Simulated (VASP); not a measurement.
# Pd (Im-3m) in VASP: further runs

Pd is run at these levels: LDA, r2SCAN; tasks: single point, relaxation of cell and atoms.

All numbers are computed with VASP 6.6.1; they aren't measurements. Logs are shortened: lines on timing, memory, paths and dates and some standing lists are left out, and cuts for length are marked.

**1. The cell of the first run**

The structure is cubic, space group Im-3m (No. 229). The conventional cell has a = 3.054 Å, b = 3.054 Å, c = 3.054 Å, α = 90.00°, β = 90.00°, γ = 90.00°. Within 3.5 Å of Pd (site symmetry m-3m) lie 14 Pd at 2.64 to 3.05 Å.

**2. Single point, LDA**

INCAR

```
PREC = Accurate ; ENCUT = 520
EDIFF = 1E-7 ; ISMEAR = -1
SIGMA = 0.05 ; LREAL = F
LASPH = T ; NELM = 60
ALGO = Normal ; ISIF = 2
LWAVE = F ; LCHARG = F
NBANDS = 11
```

KPOINTS

```
Automatic mesh
0
Gamma
  9 9 9
```

POSCAR

```
Pd
1.0
   -1.5269696385      1.5269696385      1.5269696385
    1.5269696385     -1.5269696385      1.5269696385
    1.5269696385      1.5269696385     -1.5269696385
Pd
1
Direct
    0.0000000000      0.0000000000      0.0000000000
```

Potentials or basis: VASP PAW LDA potentials, release 64 (Pd).

Started as:

```bash
cat potpaw_LDA.64/Pd/POTCAR > POTCAR
mpirun -np 1 vasp_std > vasp.out
```

OUTCAR:

```text
PREC = Accurate
   ENCUT = 520
   EDIFF = 1E-7
   ISMEAR = -1
   LREAL = F
   LASPH = T
   NELM = 60
   ISIF = 2

 ion  position               nearest neighbor table
   1  0.000  0.000  0.000-

  LATTYP: Found a body centered cubic cell.
 ALAT       =     3.0539392770

  Lattice vectors:

 A1 = (  -1.5269696385,   1.5269696385,   1.5269696385)
 A2 = (   1.5269696385,  -1.5269696385,   1.5269696385)
 A3 = (   1.5269696385,   1.5269696385,  -1.5269696385)

Analysis of symmetry for initial positions (statically):
=====================================================================
 Subroutine PRICEL returns:
 Original cell was already a primitive cell.

 Routine SETGRP: Setting up the symmetry group for a
 body centered cubic supercell.

 Subroutine GETGRP returns: Found 48 space group operations
 (whereof 48 operations were pure point group operations)
 out of a pool of 48 trial point group operations.

The static configuration has the point symmetry O_h .

Analysis of symmetry for dynamics (positions and initial velocities):
=====================================================================
 Subroutine PRICEL returns:
 Original cell was already a primitive cell.

 Routine SETGRP: Setting up the symmetry group for a
 body centered cubic supercell.

 Subroutine GETGRP returns: Found 48 space group operations
 (whereof 48 operations were pure point group operations)
 out of a pool of 48 trial point group operations.

The dynamic configuration has the point symmetry O_h .

 Subroutine INISYM returns: Found 48 space group operations
 (whereof 48 operations are pure point group operations),
 and found     1 'primitive' translations

----------------------------------------------------------------------------------------

                                     Primitive cell

  volume of cell :      14.2414

  direct lattice vectors                    reciprocal lattice vectors
    -1.526969639  1.526969639  1.526969639     0.000000000  0.327445934  0.327445934
     1.526969639 -1.526969639  1.526969639     0.327445934  0.000000000  0.327445934
     1.526969639  1.526969639 -1.526969639     0.327445934  0.327445934  0.000000000

  length of vectors
     2.644788995  2.644788995  2.644788995     0.463078481  0.463078481  0.463078481

  position of ions in fractional coordinates (direct lattice)
     0.000000000  0.000000000  0.000000000

  ion indices of the primitive-cell ions
   primitive index   ion index
                 1           1

----------------------------------------------------------------------------------------

 KPOINTS: Automatic mesh

Automatic generation of k-mesh.
 Grid dimensions read from file:
 generate k-points for:    9    9    9

 Generating k-lattice:

  Cartesian coordinates                     Fractional coordinates (reciprocal lattice)
     0.000000000  0.036382882  0.036382882     0.111111111  0.000000000  0.000000000
     0.036382882  0.000000000  0.036382882     0.000000000  0.111111111  0.000000000
     0.036382882  0.036382882  0.000000000     0.000000000  0.000000000  0.111111111

  Length of vectors
     0.051453165  0.051453165  0.051453165

  Shift w.r.t. Gamma in fractional coordinates (k-lattice)
     0.000000000  0.000000000  0.000000000

 Subroutine IBZKPT returns following result:
 ===========================================

 Found     35 irreducible k-points:

 Following reciprocal coordinates:
            Coordinates               Weight
  0.000000  0.000000  0.000000      1.000000
  0.111111  0.000000  0.000000     12.000000
  0.222222  0.000000  0.000000     12.000000
  0.333333  0.000000  0.000000     12.000000
  0.444444  0.000000  0.000000     12.000000
  0.111111  0.111111  0.000000     24.000000
[... 16 lines left out ...]
 -0.333333  0.444444  0.111111     48.000000
 -0.444444 -0.444444  0.111111     24.000000
 [... further k-points ...]
   k-points           NKPTS =     35   k-points in BZ     NKDIM =     35   number of bands    NBANDS=     11
   number of dos      NEDOS =    301   number of ions     NIONS =      1
   total plane-waves  NPLWV =   8000
   dimension x,y,z NGX =    20 NGY =   20 NGZ =   20
   dimension x,y,z NGXF=    40 NGYF=   40 NGZF=   40
   ions per type =               1
   NGX,Y,Z   is equivalent  to a cutoff of  12.57, 12.57, 12.57 a.u.
   NGXF,Y,Z  is equivalent  to a cutoff of  25.14, 25.14, 25.14 a.u.
 SYSTEM =  unknown system
   PREC   = accura    normal or accurate (medium, high low for compatibility)
   ISTART =      0    job   : 0-new  1-cont  2-samecut
   ICHARG =      2    charge: 1-file 2-atom 10-const
   ISPIN  =      1    spin polarized calculation?
   LNONCOLLINEAR =      F non collinear calculations
   LSORBIT =      F    spin-orbit coupling
   LASPH  =      T    aspherical Exc in radial PAW
   ENCUT  =  520.0 eV  38.22 Ry    6.18 a.u.   4.92  4.92  4.92*2*pi/ulx,y,z
   NELM   =     60;   NELMIN=  2; NELMDL= -5     # of ELM steps
   EDIFF  = 0.1E-06   stopping-criterion for ELM
   LREAL  =      F    real-space projection
   EDIFFG = 0.1E-05   stopping-criterion for IOM
   NSW    =      0    number of steps for IOM
   IBRION =     -1    ionic relax: 0-MD 1-quasi-New 2-CG
   NFREE  =      0    steps in history (QN), initial steepest desc. (CG)
   ISIF   =      2    stress and relaxation
   ISYM   =      2    0-nonsym 1-usesym 2-fastsym
   POTIM  = 0.5000    time-step for ionic-motion
   TEBEG  =    0.0;   TEEND  =   0.0 temperature during run
   PSTRESS=    0.0 pullay stress
   NELECT =      10.0000    total number of electrons
   NUPDOWN=      -1.0000    fix difference up-down
   EMIN   =  10.00;   EMAX   =-10.00  energy-range for DOS
   EFERMI =   0.00;   METHOD = LEGACY
   ISMEAR =    -1;   SIGMA  =   0.05  broadening in eV -4-tet -1-fermi 0-gaus
   EFERMI_NEDOS =   21; number of points for ismear=-14 and -15
   IALGO  =     38    algorithm
   IMIX   =      4    mixing-type and parameters
     AMIX     =   0.40;   BMIX     =  1.00
     AMIX_MAG =   1.60;   BMIX_MAG =  1.00
  volume/ion in A,a.u.               =      14.24        96.11
  Fermi-wavevector in a.u.,A,eV,Ry     =   1.455094  2.749729 28.807602  2.117299
  Thomas-Fermi vector in A             =   2.572169
   LORBIT       =      0    0 simple, 1 ext, 2 COOP (PROOUT), +10 PAW based schemes
   GGA     = CA    functional components
   LHFCALC =     F    Hartree Fock is set to
   AEXX    =    0.0000 exact exchange contribution
   IVDW    =     0    specifies the selected vdW correction
   LEPSILON=     F    determine dielectric tensor
   LRPA    =     F    only Hartree local field effects (RPA)
 non-spin polarized calculation
  energy-cutoff  :      520.00
  volume of cell :       14.24
 maximum number of plane-waves:       394
   NGX =  9   NGY =  9   NGZ =  9

 number of electron      10.0000000 magnetization

 number of electron       9.9999995 magnetization

 Free energy of the ion-electron system (eV)
  ---------------------------------------------------
  ext. energy  EPLUGINS =         0.00000000
  ---------------------------------------------------
  free energy    TOTEN  =        -6.45374734 eV

  energy without entropy =       -6.44744451  energy(sigma->0) =       -6.45059593

 E-fermi :  10.1981     XC(G=0): -13.7283

 val. band max:       10.1938204913   @ k =  -0.4444  -0.4444   0.3333
 cond. band min:      10.3155299554   @ k =  -0.4444  -0.4444   0.2222
 fundamental gap:      0.1217094641
 Fermi energy:        10.1980935527

 k-point     1 :       0.0000    0.0000    0.0000
  band No.  band energies     occupation
      1       2.6978      2.00000
      2       7.0416      2.00000
      3       7.0416      2.00000
      4       7.0416      2.00000
      5       9.1913      2.00000
      6       9.1913      2.00000
      7      29.5809      0.00000
      8      29.5809      0.00000
      9      29.5809      0.00000
     10      35.9961      0.00000
     11      38.6476      0.00000

 k-point     2 :       0.1111    0.0000    0.0000
  band No.  band energies     occupation
      1       3.1757      2.00000
      2       6.8741      2.00000
      3       7.0442      2.00000
      4       7.3976      2.00000
      5       9.0099      2.00000
      6       9.2049      2.00000
      7      29.3176      0.00000
      8      29.6082      0.00000
      9      30.1944      0.00000
     10      35.9043      0.00000
     11      35.9652      0.00000

 k-point     3 :       0.2222    0.0000    0.0000
  band No.  band energies     occupation
      1       4.2940      2.00000
      2       6.4724      2.00000
      3       7.1677      2.00000
      4       8.3797      2.00000
      5       8.8283      2.00000
      6       9.2589      2.00000
      7      26.9797      0.00000
      8      28.5764      0.00000
      9      31.7970      0.00000
     10      34.4222      0.00000
     11      35.1787      0.00000

 k-point     4 :       0.3333    0.0000    0.0000
  band No.  band energies     occupation
      1       4.7671      2.00000
      2       6.0495      2.00000
      3       8.4970      2.00000
      4       8.9999      2.00000
      5       9.3561      2.00000
      6       9.6895      1.99992
      7      22.7930      0.00000
      8      26.7056      0.00000
      9      30.8275      0.00000
     10      33.7143      0.00000
     11      35.4351      0.00000
[... 239 lines left out ...]
 k-point    22 :      -0.4444    0.4444    0.1111
  band No.  band energies     occupation
      1       4.9111      2.00000
      2       6.1816      2.00000
      3       7.9959      2.00000
      4       8.7840      2.00000
      5      10.6593      0.00020
      6      12.5316      0.00000
      7      19.2020      0.00000
      8      26.0253      0.00000
      9      27.2323      0.00000
     10      34.9181      0.00000
     11      36.2834      0.00000

 k-point    23 :      -0.3333    0.4444    0.1111
  band No.  band energies     occupation
      1       5.5020      2.00000
      2       6.4107      2.00000
      3       7.1952      2.00000
      4       8.5696      2.00000
      5       9.9413      1.98831
      6      12.7816      0.00000
      7      21.2920      0.00000
      8      24.2303      0.00000
      9      29.0091      0.00000
     10      32.2618      0.00000
     11      35.7892      0.00000

 k-point    24 :      -0.4444   -0.4444    0.1111
  band No.  band energies     occupation
      1       5.3217      2.00000
      2       6.4539      2.00000
      3       7.1876      2.00000
      4       8.7022      2.00000
      5      10.3880      0.04386
      6      15.0003      0.00000
      7      18.4143      0.00000
      8      23.5030      0.00000
      9      28.3725      0.00000
     10      33.6677      0.00000
     11      35.0604      0.00000

 [... further k-points ...]
[... 5 lines left out ...]
  --------------------------------------------------------------------------------------
  -------------------------------------------------------------------------------------
  Total        0.0210320      0.0210320      0.0210320      0.0000000      0.0000000     -0.0000000
  in kB        2.3661382      2.3661382      2.3661382      0.0000000      0.0000000     -0.0000000
  external PRESSURE =       2.3661382 kB  Pullay stress =       0.0000000 kB

 VOLUME and BASIS-vectors are now :
 -----------------------------------------------------------------------------
  energy-cutoff  :      520.00
  volume of cell :       14.24
      direct lattice vectors                 reciprocal lattice vectors
    -1.526969639  1.526969639  1.526969639     0.000000000  0.327445934  0.327445934
     1.526969639 -1.526969639  1.526969639     0.327445934  0.000000000  0.327445934
     1.526969639  1.526969639 -1.526969639     0.327445934  0.327445934  0.000000000

 POSITION                                       TOTAL-FORCE (eV/Angst)
 -----------------------------------------------------------------------------------
      0.00000      0.00000      0.00000        -0.000000     -0.000000      0.000000
 -----------------------------------------------------------------------------------
    total drift:                                0.000000     -0.000000      0.000000

  FREE ENERGIE OF THE ION-ELECTRON SYSTEM (eV)
  ---------------------------------------------------
  free  energy   TOTEN  =        -6.4537473445 eV

  energy  without entropy=       -6.4474445146  energy(sigma->0) =       -6.45059593
```

It took 2.4 s on 1 thread of Intel Xeon 6975P-C (Granite Rapids), shared host; peak memory 0.11 GiB.

Results:

```
Free energy            : -6.4537 eV
Pressure               : 0.2 GPa
Band gap on the k mesh : zero (band 5 reaches 10.71 eV, above the bottom of band 6 at 9.19 eV)
```

**3. Single point, r2SCAN**

POSCAR is that of step 2.

INCAR.step1

```
PREC = Accurate
ENCUT = 520
ISMEAR = -1
SIGMA = 0.05
LREAL = False
LASPH = True
NELM = 100
NBANDS = 11
GGA = PE
ALGO = Normal
EDIFF = 1E-4
LWAVE = True
LCHARG = False
```

INCAR.step2

```
PREC = Accurate
ENCUT = 520
EDIFF = 1E-6
ISMEAR = -1
SIGMA = 0.05
LREAL = False
LASPH = True
NELM = 100
ALGO = Normal
ISIF = 2
LWAVE = False
LCHARG = False
METAGGA = R2SCAN
LMIXTAU = True
NBANDS = 11
ISTART = 1
```

KPOINTS

```
Automatic mesh
0
Gamma
  12 12 12
```

Potentials or basis: VASP PAW PBE potentials, release 64 (Pd).

Started as:

```bash
cat potpaw_PBE.64/Pd/POTCAR > POTCAR
cp INCAR.step1 INCAR
mpirun -np 1 vasp_std > vasp.out
cp INCAR.step2 INCAR
mpirun -np 1 vasp_std > vasp.out
```

OUTCAR:

```text
PREC = Accurate
   ENCUT = 520
   EDIFF = 1E-6
   ISMEAR = -1
   LREAL = False
   LASPH = True
   NELM = 100
   ISIF = 2
   METAGGA = R2SCAN
   ISTART = 1

 ion  position               nearest neighbor table
   1  0.000  0.000  0.000-

  LATTYP: Found a body centered cubic cell.
 ALAT       =     3.0539392770

  Lattice vectors:

 A1 = (  -1.5269696385,   1.5269696385,   1.5269696385)
 A2 = (   1.5269696385,  -1.5269696385,   1.5269696385)
[... 505 lines left out ...]
      2       5.6839      2.00000
      3       9.0581      2.00000
      4       9.1409      2.00000
      5       9.3830      2.00000
      6      14.1558      0.00000
      7      18.8634      0.00000
      8      25.6487      0.00000
      9      26.9180      0.00000
     10      32.7169      0.00000
     11      36.3971      0.00000

 [... further k-points ...]
[... 5 lines left out ...]
  --------------------------------------------------------------------------------------
  -------------------------------------------------------------------------------------
  Total        1.0777254      1.0777254      1.0777254      0.0000000      0.0000000     -0.0000000
  in kB      121.2460199    121.2460199    121.2460199      0.0000000      0.0000000     -0.0000000
  external PRESSURE =     121.2460199 kB  Pullay stress =       0.0000000 kB

 VOLUME and BASIS-vectors are now :
 -----------------------------------------------------------------------------
  energy-cutoff  :      520.00
  volume of cell :       14.24
      direct lattice vectors                 reciprocal lattice vectors
    -1.526969639  1.526969639  1.526969639     0.000000000  0.327445934  0.327445934
     1.526969639 -1.526969639  1.526969639     0.327445934  0.000000000  0.327445934
     1.526969639  1.526969639 -1.526969639     0.327445934  0.327445934  0.000000000

 POSITION                                       TOTAL-FORCE (eV/Angst)
 -----------------------------------------------------------------------------------
      0.00000      0.00000      0.00000        -0.000000      0.000000      0.000000
 -----------------------------------------------------------------------------------
    total drift:                                0.000000     -0.000000      0.000000

  FREE ENERGIE OF THE ION-ELECTRON SYSTEM (eV)
  ---------------------------------------------------
  free  energy   TOTEN  =       -22.8826818310 eV

  energy  without entropy=      -22.8741412427  energy(sigma->0) =      -22.87841154
```

OUTCAR.step1:

```text
PREC = Accurate
   ENCUT = 520
   ISMEAR = -1
   LREAL = False
   LASPH = True
   NELM = 100
[... 552 lines left out ...]
 POSITION                                       TOTAL-FORCE (eV/Angst)
 -----------------------------------------------------------------------------------
      0.00000      0.00000      0.00000        -0.000000     -0.000000      0.000000
 -----------------------------------------------------------------------------------
    total drift:                                0.000000     -0.000000      0.000000

  FREE ENERGIE OF THE ION-ELECTRON SYSTEM (eV)
  ---------------------------------------------------
  free  energy   TOTEN  =        -5.1264903639 eV

  energy  without entropy=       -5.1176843168  energy(sigma->0) =       -5.12208734
```

OSZICAR.step1:

```text
N       E                     dE             d eps       ncg     rms          rms(c)
DAV:   1     0.428288212683E+02    0.42829E+02   -0.52418E+03  1584   0.861E+02
DAV:   2    -0.483470734351E+01   -0.47664E+02   -0.46231E+02  1761   0.184E+02
DAV:   3    -0.539831521290E+01   -0.56361E+00   -0.56311E+00  1909   0.215E+01
DAV:   4    -0.540066846288E+01   -0.23532E-02   -0.23529E-02  1921   0.143E+00
DAV:   5    -0.540069271912E+01   -0.24256E-04   -0.24256E-04  2053   0.134E-01    0.847E+00
DAV:   6    -0.514366256710E+01    0.25703E+00   -0.92702E-01  1941   0.804E+00    0.423E+00
DAV:   7    -0.513059119583E+01    0.13071E-01   -0.18863E-02  2071   0.100E+00    0.212E+00
DAV:   8    -0.512649265961E+01    0.40985E-02   -0.12566E-03  1978   0.294E-01    0.726E-02
DAV:   9    -0.512649036394E+01    0.22957E-05   -0.20585E-05  1328   0.416E-02
   1 F= -.51264904E+01 E0= -.51220873E+01  d E =-.880605E-02
```

Run time: 17 s. Hardware: 1 thread of Intel Xeon 6975P-C (Granite Rapids), shared host; peak memory 0.13 GiB.

What came out:

```yaml
Free_energy: -22.8827 eV
Pressure: 12.1 GPa
Band_gap_on_the_k_mesh: zero (band 5 reaches 10.90 eV, above the bottom of band 6 at 8.98 eV)
```

Caveat: the PAW data sets were made with another functional, which shifts forces and pressure a little.

**4. Relaxation of cell and atoms, LDA**

This run uses another cell than the first one, of 15.55 Å³/atom, 1.092 times its volume.

INCAR

```
PREC = Accurate
ENCUT = 600
EDIFF = 1E-7
ISMEAR = -1
SIGMA = 0.05
LREAL = False
LASPH = True
NELM = 60
ALGO = Normal
ISIF = 3
LWAVE = False
LCHARG = False
IBRION = 2
NSW = 60
EDIFFG = -0.01
```

KPOINTS

```
regular mesh
0
Gamma
  9 9 9
```

POSCAR

```
Pd
1.0
   -1.5722810000      1.5722810000      1.5722810000
    1.5722810000     -1.5722810000      1.5722810000
    1.5722810000      1.5722810000     -1.5722810000
Pd
1
Direct
    0.0000000000      0.0000000000      0.0000000000
```

Potentials or basis: VASP PAW LDA potentials, release 64 (Pd).

Started as:

```bash
cat potpaw_LDA.64/Pd/POTCAR > POTCAR
mpirun -np 1 vasp_std > vasp.out
```

It took 9.4 s on 1 thread of Intel Xeon 6975P-C (Granite Rapids), shared host; peak memory 0.14 GiB.

The run converged. Its results:

* Free energy: -6.4544 eV
* Relaxed volume: 14.26 Å³/atom
* Relaxed cell: a = 2.646 Å, b = 2.646 Å, c = 2.646 Å, α = 109.47°, β = 109.47°, γ = 109.47°
* Space group after relaxing (to 0.05 Å): Im-3m (No. 229)
* Energy gained by relaxing: 67.3 meV/atom
* Ionic steps: 7
* Pressure after relaxing: 0.0 GPa
* Band gap on the k mesh: zero (band 5 reaches 10.69 eV, above the bottom of band 6 at 9.17 eV)

Step by step:
```
step  energy change (eV)  largest force (eV/Å)  pressure (GPa)  volume (Å³)
   1              0.0000                0.0000          -15.25        15.55
   2              0.1447                0.0000           43.25        12.45
   3             -0.0672                0.0000           -0.73        14.31
   4             -0.0673                0.0000           -0.18        14.27
   5             -0.0673                0.0000            0.22        14.24
   6             -0.0673                0.0000           -0.30        14.28
   7             -0.0673                0.0000           -0.01        14.26
```

Final structure:
```
CELL_PARAMETERS angstrom
-1.52757 1.52757 1.52757
1.52757 -1.52757 1.52757
1.52757 1.52757 -1.52757
ATOMIC_POSITIONS crystal
Pd 0.00000 0.00000 0.00000
```

Levels at points of the mesh, in eV from the Fermi level:
```tsv
k point	band 1	band 2	band 3	band 4	band 5	band 6	band 7	band 8	band 9
(0.00, 0.00, 0.00)	-7.49	-3.15	-3.15	-3.15	-1.00	-1.00	19.38	19.38	19.38
```

(Continued in part 2 of 2.)
